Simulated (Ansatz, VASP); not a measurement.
## One calculation of Hf, two programs

The input INCAR:

```
ALGO = Normal
EDIFF = 1E-6
ENCUT = 520
GGA = PE
ISIF = 2
ISMEAR = 0
LASPH = T
LCHARG = F
LREAL = F
LWAVE = F
NBANDS = 17
NELM = 60
PREC = Accurate
SIGMA = 0.017
```

KPOINTS

```
k-points
0
Gamma
  10 10 5
```

File POSCAR:

```
Hf
1.0
    3.1967000000      0.0000000000      0.0000000000
   -1.5983500000      2.7684234083      0.0000000000
    0.0000000000      0.0000000000      5.0578000000
Hf
2
Direct
    0.6666666667      0.3333333333      0.7500000000
    0.3333333333      0.6666666667      0.2500000000
```

The input input.yaml:

```yaml
crystal:
  lattice:
    - [3.1967, 0.0, 0.0]
    - [-1.59835, 2.7684234083, 0.0]
    - [0.0, 0.0, 5.0578]
  atoms:
    - { symbol: Hf, position: [0.6666666667, 0.3333333333, 0.75] }
    - { symbol: Hf, position: [0.3333333333, 0.6666666667, 0.25] }
kpoints:
  mp_grid: { grid: [10, 10, 5] }
scf:
  occupations: { method: gaussian, width: 0.017 }
hamiltonian:
  xc: pbe
  pseudopotentials: { kind: all_electron, lapw: { basis_error: 0.001 } }
output:
  forces: true
  stress: true
  eigenvalues: true
```

Alike in both runs: task single point; functional PBE; k mesh 10 × 10 × 5; occupations gaussian, width 0.017 eV; no spin polarisation.

```csv
,VASP,Ansatz
version,VASP 6.6.1,Ansatz 0.2.0
potentials or method,"VASP PAW PBE potentials, release 64 (Hf_pv), cutoff 520 eV","all-electron LAPW, scalar-relativistic"
```

|  | VASP | Ansatz | Ansatz less VASP |
| --- | --- | --- | --- |
| gap on the k mesh at the Fermi level (eV) | none | none | - |
| pressure (GPa) | 0.2 | 0.6 | +0.45 |
| traceless stress, the component that is largest in VASP (GPa) | -0.21 | -0.15 | +0.057 |

A gap of «none» marks a metal or a gap that the smearing closes. Ansatz ran all-electron here, and VASP with PAW potentials.

Spin-orbit coupling is off throughout.
